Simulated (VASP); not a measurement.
# Ge2Sb2Te5 (P-3m1) in VASP: single point with PBE+D3(BJ)

Aim: the single point of Ge2Sb2Te5 with PBE+D3(BJ).

All numbers are computed with VASP 6.6.1; they aren't measurements. Logs are shortened: lines on timing, memory, paths and dates and some standing lists are left out, and cuts for length are marked.

## Step 1: The cell of the first run

Symmetry: P-3m1, No. 164, trigonal system. The conventional cell has a = 4.232 Å, b = 4.232 Å, c = 17.452 Å, α = 90.00°, β = 90.00°, γ = 120.00°. Within 3.7 Å of Ge (site symmetry 3m) lie 6 Te at 2.83 to 3.32 Å. Sb (site symmetry 3m) has 6 Te at 2.99 to 3.15 Å within 3.9 Å. Te (site symmetry -3m) has 6 Sb at 3.15 Å and 12 Te at 4.23 to 4.44 Å within 4.5 Å. Within 3.9 Å of Te (site symmetry 3m) lie 3 Sb at 2.99 Å and 3 Ge at 3.32 Å. Within 3.7 Å of Te (site symmetry 3m) lie 3 Ge at 2.83 Å and 3 Te at 3.63 Å.

## Step 2: Single point, PBE+D3(BJ)

The input, INCAR:

```
PREC = Accurate
ENCUT = 520
EDIFF = 1E-7
ISMEAR = 0
SIGMA = 0.05
LREAL = F
LASPH = T
NELM = 60
ALGO = Normal
ISIF = 2
LWAVE = F
LCHARG = T
GGA = PE
IVDW = 12
LELF = T
LVHAR = T
NBANDS = 44
```

The input, KPOINTS:

```
Automatic mesh
0
Gamma
  10 10 2
```

The input, POSCAR:

```
Ge2Sb2Te5
1.0
    4.2321060000      0.0000000000      0.0000000000
   -2.1160530000      3.6651110000      0.0000000000
    0.0000000000      0.0000000000     17.4515110000
Ge Sb Te
2 2 5
Direct
    0.0000000000      0.0000000000      0.3408840000
    0.0000000000      0.0000000000      0.6591160000
    0.3333330000      0.6666670000      0.1135330000
    0.6666670000      0.3333330000      0.8864670000
    0.0000000000      0.0000000000      0.0000000000
    0.3333330000      0.6666670000      0.7875940000
    0.6666670000      0.3333330000      0.2124060000
    0.3333330000      0.6666670000      0.4228960000
    0.6666670000      0.3333330000      0.5771040000
```

Potentials or basis: VASP PAW PBE potentials, release 64 (Ge_d, Sb, Te).

Launch:

```bash
cat potpaw_PBE.64/Ge_d/POTCAR potpaw_PBE.64/Sb/POTCAR potpaw_PBE.64/Te/POTCAR > POTCAR
mpirun -np 1 vasp_std > vasp.out
```

OUTCAR:

```text
PREC = Accurate
   ENCUT = 520
   EDIFF = 1E-7
   ISMEAR = 0
   LREAL = F
   LASPH = T
   NELM = 60
   ISIF = 2
   GGA = PE
   IVDW = 12
 IVDW          = 12

 ion  position               nearest neighbor table
   1  0.000  0.000  0.341-   8 2.83   8 2.83   8 2.83
   2  0.000  0.000  0.659-   9 2.83   9 2.83   9 2.83
   3  0.333  0.667  0.114-   7 2.99   7 2.99   7 2.99   5 3.15   5 3.15   5 3.15
   4  0.667  0.333  0.886-   6 2.99   6 2.99   6 2.99   5 3.15   5 3.15   5 3.15
   5  0.000  0.000  0.000-   3 3.15   4 3.15   3 3.15   4 3.15   4 3.15   3 3.15
   6  0.333  0.667  0.788-   4 2.99   4 2.99   4 2.99
   7  0.667  0.333  0.212-   3 2.99   3 2.99   3 2.99
   8  0.333  0.667  0.423-   1 2.83   1 2.83   1 2.83   9 3.63   9 3.63   9 3.63
   9  0.667  0.333  0.577-   2 2.83   2 2.83   2 2.83   8 3.63   8 3.63   8 3.63

  LATTYP: Found a hexagonal cell.
 ALAT       =     4.2321060000
 C/A-ratio  =     4.1235996924

  Lattice vectors:

 A1 = (   4.2321060000,   0.0000000000,   0.0000000000)
 A2 = (  -2.1160530000,   3.6651110000,   0.0000000000)
 A3 = (   0.0000000000,   0.0000000000,  17.4515110000)

Analysis of symmetry for initial positions (statically):
=====================================================================
 Subroutine PRICEL returns:
 Original cell was already a primitive cell.

 Routine SETGRP: Setting up the symmetry group for a
 hexagonal supercell.

 Subroutine GETGRP returns: Found 12 space group operations
 (whereof 12 operations were pure point group operations)
 out of a pool of 24 trial point group operations.

The static configuration has the point symmetry D_3d.

Analysis of symmetry for dynamics (positions and initial velocities):
=====================================================================
 Subroutine PRICEL returns:
 Original cell was already a primitive cell.

 Routine SETGRP: Setting up the symmetry group for a
 hexagonal supercell.

 Subroutine GETGRP returns: Found 12 space group operations
 (whereof 12 operations were pure point group operations)
 out of a pool of 24 trial point group operations.

The dynamic configuration has the point symmetry D_3d.

 Subroutine INISYM returns: Found 12 space group operations
 (whereof 12 operations are pure point group operations),
 and found     1 'primitive' translations

----------------------------------------------------------------------------------------

                                     Primitive cell

  volume of cell :     270.6928

  direct lattice vectors                    reciprocal lattice vectors
     4.232106000  0.000000000  0.000000000     0.236288978  0.136421516  0.000000000
    -2.116053000  3.665111000  0.000000000     0.000000000  0.272843033  0.000000000
     0.000000000  0.000000000 17.451511000     0.000000000  0.000000000  0.057301628

  length of vectors
     4.232106000  4.232105734 17.451511000     0.272843015  0.272843033  0.057301628

  position of ions in fractional coordinates (direct lattice)
     0.000000000  0.000000000  0.340884000
     0.000000000  0.000000000  0.659116000
     0.333333000  0.666667000  0.113533000
     0.666667000  0.333333000  0.886467000
     0.000000000  0.000000000  0.000000000
     0.333333000  0.666667000  0.787594000
     0.666667000  0.333333000  0.212406000
     0.333333000  0.666667000  0.422896000
     0.666667000  0.333333000  0.577104000

  ion indices of the primitive-cell ions
   primitive index   ion index
                 1           1
                 2           2
                 3           3
                 4           4
                 5           5
                 6           6
                 7           7
                 8           8
                 9           9

----------------------------------------------------------------------------------------

 KPOINTS: Automatic mesh

Automatic generation of k-mesh.
 Grid dimensions read from file:
 generate k-points for:   10   10    2

 Generating k-lattice:

  Cartesian coordinates                     Fractional coordinates (reciprocal lattice)
     0.023628898  0.013642152  0.000000000     0.100000000  0.000000000  0.000000000
     0.000000000  0.027284303  0.000000000     0.000000000  0.100000000  0.000000000
     0.000000000  0.000000000  0.028650814     0.000000000  0.000000000  0.500000000

  Length of vectors
     0.027284302  0.027284303  0.028650814

  Shift w.r.t. Gamma in fractional coordinates (k-lattice)
     0.000000000  0.000000000  0.000000000

 Subroutine IBZKPT returns following result:
 ===========================================

 Found     28 irreducible k-points:

 Following reciprocal coordinates:
            Coordinates               Weight
  0.000000  0.000000  0.000000      1.000000
  0.100000 -0.000000  0.000000      6.000000
  0.200000 -0.000000  0.000000      6.000000
  0.300000  0.000000  0.000000      6.000000
  0.400000  0.000000  0.000000      6.000000
  0.500000 -0.000000  0.000000      3.000000
[... 16 lines left out ...]
  0.300000  0.100000  0.500000     12.000000
  0.400000  0.100000  0.500000     12.000000
 [... further k-points ...]
   k-points           NKPTS =     28   k-points in BZ     NKDIM =     28   number of bands    NBANDS=     44
   number of dos      NEDOS =    301   number of ions     NIONS =      9
   total plane-waves  NPLWV = 143360
   dimension x,y,z NGX =    32 NGY =   32 NGZ =  140
   dimension x,y,z NGXF=    64 NGYF=   64 NGZF=  280
   ions per type =               2   2   5
   NGX,Y,Z   is equivalent  to a cutoff of  12.57, 12.57, 13.34 a.u.
   NGXF,Y,Z  is equivalent  to a cutoff of  25.14, 25.14, 26.67 a.u.
 SYSTEM =  unknown system
   PREC   = accura    normal or accurate (medium, high low for compatibility)
   ISTART =      0    job   : 0-new  1-cont  2-samecut
   ICHARG =      2    charge: 1-file 2-atom 10-const
   ISPIN  =      1    spin polarized calculation?
   LNONCOLLINEAR =      F non collinear calculations
   LSORBIT =      F    spin-orbit coupling
   LASPH  =      T    aspherical Exc in radial PAW
   ENCUT  =  520.0 eV  38.22 Ry    6.18 a.u.   7.87  7.87 32.45*2*pi/ulx,y,z
   NELM   =     60;   NELMIN=  2; NELMDL= -5     # of ELM steps
   EDIFF  = 0.1E-06   stopping-criterion for ELM
   LREAL  =      F    real-space projection
   EDIFFG = 0.1E-05   stopping-criterion for IOM
   NSW    =      0    number of steps for IOM
   IBRION =     -1    ionic relax: 0-MD 1-quasi-New 2-CG
   NFREE  =      0    steps in history (QN), initial steepest desc. (CG)
   ISIF   =      2    stress and relaxation
   ISYM   =      2    0-nonsym 1-usesym 2-fastsym
   POTIM  = 0.5000    time-step for ionic-motion
   TEBEG  =    0.0;   TEEND  =   0.0 temperature during run
   PSTRESS=    0.0 pullay stress
   NELECT =      68.0000    total number of electrons
   NUPDOWN=      -1.0000    fix difference up-down
   EMIN   =  10.00;   EMAX   =-10.00  energy-range for DOS
   EFERMI =   0.00;   METHOD = LEGACY
   ISMEAR =     0;   SIGMA  =   0.05  broadening in eV -4-tet -1-fermi 0-gaus
   EFERMI_NEDOS =   21; number of points for ismear=-14 and -15
   IALGO  =     38    algorithm
   IMIX   =      4    mixing-type and parameters
     AMIX     =   0.40;   BMIX     =  1.00
     AMIX_MAG =   1.60;   BMIX_MAG =  1.00
  volume/ion in A,a.u.               =      30.08       202.97
  Fermi-wavevector in a.u.,A,eV,Ry     =   1.032965  1.952021 14.517641  1.067016
  Thomas-Fermi vector in A             =   2.167188
   LORBIT       =      0    0 simple, 1 ext, 2 COOP (PROOUT), +10 PAW based schemes
   GGA     = PE    functional components
   LHFCALC =     F    Hartree Fock is set to
   AEXX    =    0.0000 exact exchange contribution
   IVDW    =    12    specifies the selected vdW correction
   LEPSILON=     F    determine dielectric tensor
   LRPA    =     F    only Hartree local field effects (RPA)
 non-spin polarized calculation
 Gauss-broadening in eV      SIGMA  =   0.05
  energy-cutoff  :      520.00
  volume of cell :      270.69
 maximum number of plane-waves:      7330
 NGX is ok and might be reduce to    32
   NGX = 15   NGY = 15   NGZ = 65

 number of electron      68.0000030 magnetization

 Free energy of the ion-electron system (eV)
  ---------------------------------------------------
  ext. energy  EPLUGINS =         0.00000000
  ---------------------------------------------------
  free energy    TOTEN  =       -33.77882548 eV

  energy without entropy =      -33.77780500  energy(sigma->0) =      -33.77831524

 E-fermi :   6.5067     XC(G=0):  -9.4515

 val. band max:        6.4718593456   @ k =   0.1000  -0.0000   0.5000
 cond. band min:       6.5279638773   @ k =   0.5000  -0.0000   0.5000
 fundamental gap:      0.0561045318
 Fermi energy:         6.5067104989

 k-point     1 :       0.0000    0.0000    0.0000
  band No.  band energies     occupation
      1     -18.3861      2.00000
      2     -18.3861      2.00000
      3     -18.3861      2.00000
      4     -18.3861      2.00000
      5     -18.3746      2.00000
      6     -18.3746      2.00000
[... 36 lines left out ...]
     43       8.2898      0.00000
     44       8.5513      0.00000

 k-point     2 :       0.1000   -0.0000    0.0000
  band No.  band energies     occupation
      1     -18.3863      2.00000
      2     -18.3863      2.00000
      3     -18.3858      2.00000
      4     -18.3858      2.00000
      5     -18.3748      2.00000
      6     -18.3747      2.00000
[... 36 lines left out ...]
     43       8.6110      0.00000
     44       8.8373      0.00000

 k-point     3 :       0.2000   -0.0000    0.0000
  band No.  band energies     occupation
      1     -18.3867      2.00000
      2     -18.3867      2.00000
      3     -18.3852      2.00000
      4     -18.3852      2.00000
      5     -18.3751      2.00000
      6     -18.3751      2.00000
[... 976 lines left out ...]
     43       9.5881      0.00000
     44       9.8511      0.00000

 k-point    24 :       0.4000    0.1000    0.5000
  band No.  band energies     occupation
      1     -18.3879      2.00000
      2     -18.3879      2.00000
      3     -18.3839      2.00000
      4     -18.3839      2.00000
      5     -18.3759      2.00000
      6     -18.3758      2.00000
[... 36 lines left out ...]
     43       9.7973      0.00000
     44       9.9058      0.00000

 [... further k-points ...]

------------------------ aborting loop because EDIFF is reached ----------------------------------------

 Edisp (eV)   -3.87225

 E8    (eV) :    -1.7783

  FORCE on cell =-STRESS in cart. coord.  units (eV):
  Direction    XX          YY          ZZ          XY          YZ          ZX
  --------------------------------------------------------------------------------------
  -------------------------------------------------------------------------------------
  Total       0.01241     0.01241     0.00089     0.00000     0.00000     0.00000
  in kB       0.07346     0.07346     0.00525     0.00000     0.00000     0.00000
  external pressure =        0.05 kB  Pullay stress =        0.00 kB

 VOLUME and BASIS-vectors are now :
 -----------------------------------------------------------------------------
  energy-cutoff  :      520.00
  volume of cell :      270.69
      direct lattice vectors                 reciprocal lattice vectors
     4.232106000  0.000000000  0.000000000     0.236288978  0.136421516  0.000000000
    -2.116053000  3.665111000  0.000000000     0.000000000  0.272843033  0.000000000
     0.000000000  0.000000000 17.451511000     0.000000000  0.000000000  0.057301628

 POSITION                                       TOTAL-FORCE (eV/Angst)
 -----------------------------------------------------------------------------------
      0.00000      0.00000      5.94894         0.000000     -0.000000     -0.016552
      0.00000      0.00000     11.50257         0.000000      0.000000      0.016552
     -0.00000      2.44341      1.98132         0.000000      0.000000     -0.020338
      2.11606      1.22170     15.47019        -0.000000      0.000000      0.020338
      0.00000      0.00000      0.00000         0.000000      0.000000      0.000000
     -0.00000      2.44341     13.74471        -0.000000      0.000000     -0.017353
      2.11606      1.22170      3.70681        -0.000000     -0.000000      0.017353
     -0.00000      2.44341      7.38017        -0.000000      0.000000      0.019148
      2.11606      1.22170     10.07134         0.000000     -0.000000     -0.019148
 -----------------------------------------------------------------------------------
    total drift:                               -0.000000      0.000000      0.000000

  FREE ENERGIE OF THE ION-ELECTRON SYSTEM (eV)
  ---------------------------------------------------
  free  energy   TOTEN  =       -37.6510798513 eV

  energy  without entropy=      -37.6500593713  energy(sigma->0) =      -37.65056961
```

Wall time 9.1 min (1 thread of Intel Xeon Platinum 8259CL at 2.50GHz (Skylake/Cascade Lake), shared host); peak memory 0.56 GiB.

Results:

* Free energy: -37.6511 eV
* Pressure: 0.0 GPa
* Largest force: 0.020 eV/Å
* Band gap on the k mesh: 0.06 eV (least direct gap 0.22 eV)
* Dispersion energy per atom: -0.430 eV

Forces in eV/Å, atoms in the order of the input:
```
Ge   0.000  0.000 -0.017
Ge   0.000  0.000  0.017
Sb   0.000  0.000 -0.020
Sb   0.000  0.000  0.020
Te   0.000  0.000  0.000
Te   0.000  0.000 -0.017
Te   0.000  0.000  0.017
Te   0.000  0.000  0.019
Te   0.000  0.000 -0.019
```

Caveat: spin-orbit coupling is left out, which moves the levels of the heavy elements. A k mesh can miss the band edges.
